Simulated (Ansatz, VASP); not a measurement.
**One calculation of BaTe, two programs**

```
Ba Te
1.0
     6.12147    0.00000    0.00000
     0.00000    6.00144    0.00000
     0.00000    0.00000    4.24363
Ba Te
2 2
Direct
  0.50000 0.00000 0.49995
  0.00000 0.50000 0.50005
  0.00000 0.00000 0.00000
  0.50000 0.50000 0.00000
```

Change from the starting cell: strain e1 = +0.02, atoms carried along.

Alike in both runs: task single point; functional PBE; k mesh 6 × 6 × 8; occupations gaussian, width 0.05 eV; no spin polarisation.

|  | VASP | Ansatz |
| --- | --- | --- |
| version | VASP 6.6.1 | Ansatz 0.2.0 |
| potentials or method | VASP PAW PBE potentials, release 64 (Ba_sv, Te), cutoff 520 eV | scalar-relativistic, plane waves, PAW |
| valence electrons in the cell | 32 | 52 |

```tsv
	VASP	Ansatz	Ansatz less VASP
gap on the k mesh at the Fermi level (eV)	0.75	0.85	+0.096
least direct gap on the mesh (eV)	0.75	0.85	+0.096
pressure (GPa)	-0.2	-0.6	-0.43
traceless stress, the component that is largest in VASP (GPa)	0.48	0.48	-0.002
```

VASP's potentials hold 32 valence electrons a cell and Ansatz's 52, so a difference there can come from the potentials and not from the codes.

Spin-orbit coupling is off throughout.
